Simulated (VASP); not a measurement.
# Na (P-3m1) in VASP: notebook

Runs on Na. Level: LDA. Tasks: single point.

All numbers are computed with VASP 6.6.1; they aren't measurements. Logs are shortened: lines on timing, memory, paths and dates and some standing lists are left out, and cuts for length are marked.

## 1. The cell of the first run

Symmetry: P-3m1, No. 164, trigonal system. Conventional cell: a = 3.621 Å, b = 3.621 Å, c = 5.898 Å, α = 90.00°, β = 90.00°, γ = 120.00°. Na (site symmetry 3m) has 9 Na at 2.95 to 3.62 Å within 3.9 Å.

## 2. Single point, LDA (atoms displaced along a vibrational mode)

INCAR

```
ALGO = Fast
EDIFF = 1E-6
ENCUT = 520
GGA = CA
ISIF = 2
ISMEAR = 0
LASPH = T
LCHARG = T
LELF = T
LREAL = F
LVHAR = T
LWAVE = F
NBANDS = 14
NELM = 80
PREC = Accurate
SIGMA = 0.15
```

KPOINTS

```
k-points
0
Gamma
  15 15 8
```

POSCAR

```
Na
1.0
    3.6209798977      0.0000000000      0.0000000000
   -1.8104899489      3.1358605780      0.0000000000
    0.0000000000      0.0000000000      5.8981745703
Na
2
Direct
    0.3333333333      0.6666666667      0.1760788241
    0.6666666667      0.3333333333      0.8239211759
```

Potentials or basis: VASP PAW LDA potentials, release 64 (Na_pv).

Started as:

```bash
cat potpaw_LDA.64/Na_pv/POTCAR > POTCAR
mpirun -np 1 vasp_std > vasp.out
```

OUTCAR:

```text
EDIFF = 1E-6
   ENCUT = 520
   GGA = CA
   ISIF = 2
   ISMEAR = 0
   LASPH = T
   LREAL = F
   NELM = 80
   PREC = Accurate

 ion  position               nearest neighbor table
   1  0.333  0.667  0.176-
   2  0.667  0.333  0.824-

  LATTYP: Found a hexagonal cell.
 ALAT       =     3.6209798977
 C/A-ratio  =     1.6288890679

  Lattice vectors:

 A1 = (   3.6209798977,   0.0000000000,   0.0000000000)
 A2 = (  -1.8104899489,   3.1358605780,   0.0000000000)
 A3 = (   0.0000000000,   0.0000000000,   5.8981745703)

Analysis of symmetry for initial positions (statically):
=====================================================================
 Subroutine PRICEL returns:
 Original cell was already a primitive cell.

 Routine SETGRP: Setting up the symmetry group for a
 hexagonal supercell.

 Subroutine GETGRP returns: Found 12 space group operations
 (whereof 12 operations were pure point group operations)
 out of a pool of 24 trial point group operations.

The static configuration has the point symmetry D_3d.

Analysis of symmetry for dynamics (positions and initial velocities):
=====================================================================
 Subroutine PRICEL returns:
 Original cell was already a primitive cell.

 Routine SETGRP: Setting up the symmetry group for a
 hexagonal supercell.

 Subroutine GETGRP returns: Found 12 space group operations
 (whereof 12 operations were pure point group operations)
 out of a pool of 24 trial point group operations.

The dynamic configuration has the point symmetry D_3d.

 Subroutine INISYM returns: Found 12 space group operations
 (whereof 12 operations are pure point group operations),
 and found     1 'primitive' translations

----------------------------------------------------------------------------------------

                                     Primitive cell

  volume of cell :      66.9731

  direct lattice vectors                    reciprocal lattice vectors
     3.620979898  0.000000000  0.000000000     0.276168338  0.159445864  0.000000000
    -1.810489949  3.135860578  0.000000000     0.000000000  0.318891728  0.000000000
     0.000000000  0.000000000  5.898174570     0.000000000  0.000000000  0.169543981

  length of vectors
     3.620979898  3.620979898  5.898174570     0.318891728  0.318891728  0.169543981

  position of ions in fractional coordinates (direct lattice)
     0.333333333  0.666666667  0.176078824
     0.666666667  0.333333333  0.823921176

  ion indices of the primitive-cell ions
   primitive index   ion index
                 1           1
                 2           2

----------------------------------------------------------------------------------------

 KPOINTS: k-points

Automatic generation of k-mesh.
 Grid dimensions read from file:
 generate k-points for:   15   15    8

 Generating k-lattice:

  Cartesian coordinates                     Fractional coordinates (reciprocal lattice)
     0.018411223  0.010629724  0.000000000     0.066666667 -0.000000000  0.000000000
     0.000000000  0.021259449  0.000000000     0.000000000  0.066666667  0.000000000
     0.000000000  0.000000000  0.021192998     0.000000000  0.000000000  0.125000000

  Length of vectors
     0.021259449  0.021259449  0.021192998

  Shift w.r.t. Gamma in fractional coordinates (k-lattice)
     0.000000000  0.000000000  0.000000000

 Subroutine IBZKPT returns following result:
 ===========================================

 Found    192 irreducible k-points:

 Following reciprocal coordinates:
            Coordinates               Weight
  0.000000  0.000000  0.000000      1.000000
  0.066667  0.000000  0.000000      6.000000
  0.133333  0.000000  0.000000      6.000000
  0.200000  0.000000  0.000000      6.000000
  0.266667  0.000000  0.000000      6.000000
  0.333333  0.000000  0.000000      6.000000
[... 16 lines left out ...]
  0.333333  0.200000  0.000000     12.000000
  0.400000  0.200000  0.000000      6.000000
 [... further k-points ...]
   k-points           NKPTS =    192   k-points in BZ     NKDIM =    192   number of bands    NBANDS=     14
   number of dos      NEDOS =    301   number of ions     NIONS =      2
   total plane-waves  NPLWV =  37632
   dimension x,y,z NGX =    28 NGY =   28 NGZ =   48
   dimension x,y,z NGXF=    56 NGYF=   56 NGZF=   96
   ions per type =               2
   NGX,Y,Z   is equivalent  to a cutoff of  12.86, 12.86, 13.53 a.u.
   NGXF,Y,Z  is equivalent  to a cutoff of  25.71, 25.71, 27.06 a.u.
 SYSTEM =  unknown system
   PREC   = accura    normal or accurate (medium, high low for compatibility)
   ISTART =      0    job   : 0-new  1-cont  2-samecut
   ICHARG =      2    charge: 1-file 2-atom 10-const
   ISPIN  =      1    spin polarized calculation?
   LNONCOLLINEAR =      F non collinear calculations
   LSORBIT =      F    spin-orbit coupling
   LASPH  =      T    aspherical Exc in radial PAW
   ENCUT  =  520.0 eV  38.22 Ry    6.18 a.u.   6.73  6.73 10.97*2*pi/ulx,y,z
   NELM   =     80;   NELMIN=  2; NELMDL= -5     # of ELM steps
   EDIFF  = 0.1E-05   stopping-criterion for ELM
   LREAL  =      F    real-space projection
   EDIFFG = 0.1E-04   stopping-criterion for IOM
   NSW    =      0    number of steps for IOM
   IBRION =     -1    ionic relax: 0-MD 1-quasi-New 2-CG
   NFREE  =      0    steps in history (QN), initial steepest desc. (CG)
   ISIF   =      2    stress and relaxation
   ISYM   =      2    0-nonsym 1-usesym 2-fastsym
   POTIM  = 0.5000    time-step for ionic-motion
   TEBEG  =    0.0;   TEEND  =   0.0 temperature during run
   PSTRESS=    0.0 pullay stress
   NELECT =      14.0000    total number of electrons
   NUPDOWN=      -1.0000    fix difference up-down
   EMIN   =  10.00;   EMAX   =-10.00  energy-range for DOS
   EFERMI =   0.00;   METHOD = LEGACY
   ISMEAR =     0;   SIGMA  =   0.15  broadening in eV -4-tet -1-fermi 0-gaus
   EFERMI_NEDOS =   21; number of points for ismear=-14 and -15
   IALGO  =     68    algorithm
   IMIX   =      4    mixing-type and parameters
     AMIX     =   0.40;   BMIX     =  1.00
     AMIX_MAG =   1.60;   BMIX_MAG =  1.00
  volume/ion in A,a.u.               =      33.49       225.98
  Fermi-wavevector in a.u.,A,eV,Ry     =   0.971592  1.836043 12.843783  0.943991
  Thomas-Fermi vector in A             =   2.101822
   LORBIT       =      0    0 simple, 1 ext, 2 COOP (PROOUT), +10 PAW based schemes
   GGA     = CA    functional components
   LHFCALC =     F    Hartree Fock is set to
   AEXX    =    0.0000 exact exchange contribution
   IVDW    =     0    specifies the selected vdW correction
   LEPSILON=     F    determine dielectric tensor
   LRPA    =     F    only Hartree local field effects (RPA)
 non-spin polarized calculation
 RMM-DIIS sequential band-by-band and
 Gauss-broadening in eV      SIGMA  =   0.15
  energy-cutoff  :      520.00
  volume of cell :       66.97
 maximum number of plane-waves:      1834
 NGX is ok and might be reduce to    28
   NGX = 13   NGY = 13   NGZ = 21

 number of electron      14.0000009 magnetization

 Free energy of the ion-electron system (eV)
  ---------------------------------------------------
  ext. energy  EPLUGINS =         0.00000000
  ---------------------------------------------------
  free energy    TOTEN  =        -2.57027273 eV

  energy without entropy =       -2.55991624  energy(sigma->0) =       -2.56509449

 E-fermi :   0.4753     XC(G=0):  -6.9323

 val. band max:        0.4698869367   @ k =  -0.1333  -0.4667   0.1250
 cond. band min:       0.4805212916   @ k =   0.0000   0.0667   0.1250
 fundamental gap:      0.0106343549
 Fermi energy:         0.4752566005

 k-point     1 :       0.0000    0.0000    0.0000
  band No.  band energies     occupation
      1     -24.6292      2.00000
      2     -24.5500      2.00000
      3     -24.5500      2.00000
      4     -24.5061      2.00000
      5     -24.5057      2.00000
      6     -24.5057      2.00000
      7      -3.1061      2.00000
      8       1.3443      0.00000
      9       1.3997      0.00000
     10      10.6043      0.00000
     11      10.6043      0.00000
     12      11.0758      0.00000
     13      11.0759      0.00000
     14      11.6116      0.00000

 k-point     2 :       0.0667    0.0000    0.0000
  band No.  band energies     occupation
      1     -24.6287      2.00000
      2     -24.5538      2.00000
      3     -24.5509      2.00000
      4     -24.5069      2.00000
      5     -24.5056      2.00000
      6     -24.5046      2.00000
      7      -3.0352      2.00000
      8       1.4064      0.00000
      9       1.4667      0.00000
     10       9.3898      0.00000
     11      10.0661      0.00000
     12      10.5488      0.00000
     13      11.6850      0.00000
     14      12.2079      0.00000

 k-point     3 :       0.1333    0.0000    0.0000
  band No.  band energies     occupation
      1     -24.6274      2.00000
      2     -24.5633      2.00000
      3     -24.5536      2.00000
      4     -24.5098      2.00000
      5     -24.5053      2.00000
      6     -24.5018      2.00000
      7      -2.8233      2.00000
      8       1.5925      0.00000
      9       1.6658      0.00000
     10       7.8336      0.00000
     11       9.4424      0.00000
     12       9.7686      0.00000
     13      11.8665      0.00000
     14      12.3874      0.00000
[... 324 lines left out ...]
 k-point    23 :       0.3333    0.2000    0.0000
  band No.  band energies     occupation
      1     -24.6183      2.00000
      2     -24.6097      2.00000
      3     -24.5838      2.00000
      4     -24.5138      2.00000
      5     -24.5085      2.00000
      6     -24.5039      2.00000
      7       0.2229      1.98266
      8       2.1296      0.00000
      9       3.7755      0.00000
     10       4.4125      0.00000
     11       5.0696      0.00000
     12       6.2883      0.00000
     13       7.0093      0.00000
     14       8.2301      0.00000

 k-point    24 :       0.4000    0.2000    0.0000
  band No.  band energies     occupation
      1     -24.6151      2.00000
      2     -24.6142      2.00000
      3     -24.5849      2.00000
      4     -24.5143      2.00000
      5     -24.5069      2.00000
      6     -24.5056      2.00000
      7       1.0162      0.00000
      8       1.2469      0.00000
      9       3.7976      0.00000
     10       5.2378      0.00000
     11       5.2579      0.00000
     12       5.4901      0.00000
     13       6.4707      0.00000
     14       8.1587      0.00000

 [... further k-points ...]

------------------------ aborting loop because EDIFF is reached ----------------------------------------

  FORCE on cell =-STRESS in cart. coord.  units (eV):
  Direction    XX          YY          ZZ          XY          YZ          ZX
  --------------------------------------------------------------------------------------
  -------------------------------------------------------------------------------------
  Total        0.6418230      0.6418230      0.9427102     -0.0000000     -0.0000000      0.0000000
  in kB       15.3541350     15.3541350     22.5521694     -0.0000000     -0.0000000      0.0000000
  external PRESSURE =      17.7534798 kB  Pullay stress =       0.0000000 kB

 VOLUME and BASIS-vectors are now :
 -----------------------------------------------------------------------------
  energy-cutoff  :      520.00
  volume of cell :       66.97
      direct lattice vectors                 reciprocal lattice vectors
     3.620979898  0.000000000  0.000000000     0.276168338  0.159445864  0.000000000
    -1.810489949  3.135860578  0.000000000     0.000000000  0.318891728  0.000000000
     0.000000000  0.000000000  5.898174570     0.000000000  0.000000000  0.169543981

 POSITION                                       TOTAL-FORCE (eV/Angst)
 -----------------------------------------------------------------------------------
     -0.00000      2.09057      1.03854         0.000000     -0.000000      0.867285
      1.81049      1.04529      4.85963        -0.000000      0.000000     -0.867285
 -----------------------------------------------------------------------------------
    total drift:                                0.000000     -0.000000     -0.000000

  FREE ENERGIE OF THE ION-ELECTRON SYSTEM (eV)
  ---------------------------------------------------
  free  energy   TOTEN  =        -2.5702727336 eV

  energy  without entropy=       -2.5599162366  energy(sigma->0) =       -2.56509449
```

Wall time 3.2 min (1 thread of Oxide Virtual Turin-like, shared host); peak memory 0.21 GiB.

Results:

* Free energy: -2.5703 eV
* Pressure: 1.8 GPa
* Largest force: 0.867 eV/Å
* Band gap on the k mesh: zero (bands 7 and 8 overlap by 3.47 eV)

Forces on the atoms (eV/Å):
```
Na   0.000  0.000  0.867
Na   0.000  0.000 -0.867
```

Caveat: the cell differs from its parent crystal (atoms displaced along a vibrational mode).

[end of part 1 of 2]

The gap in the log of VASP goes by the Fermi energy; the results here count the filled bands.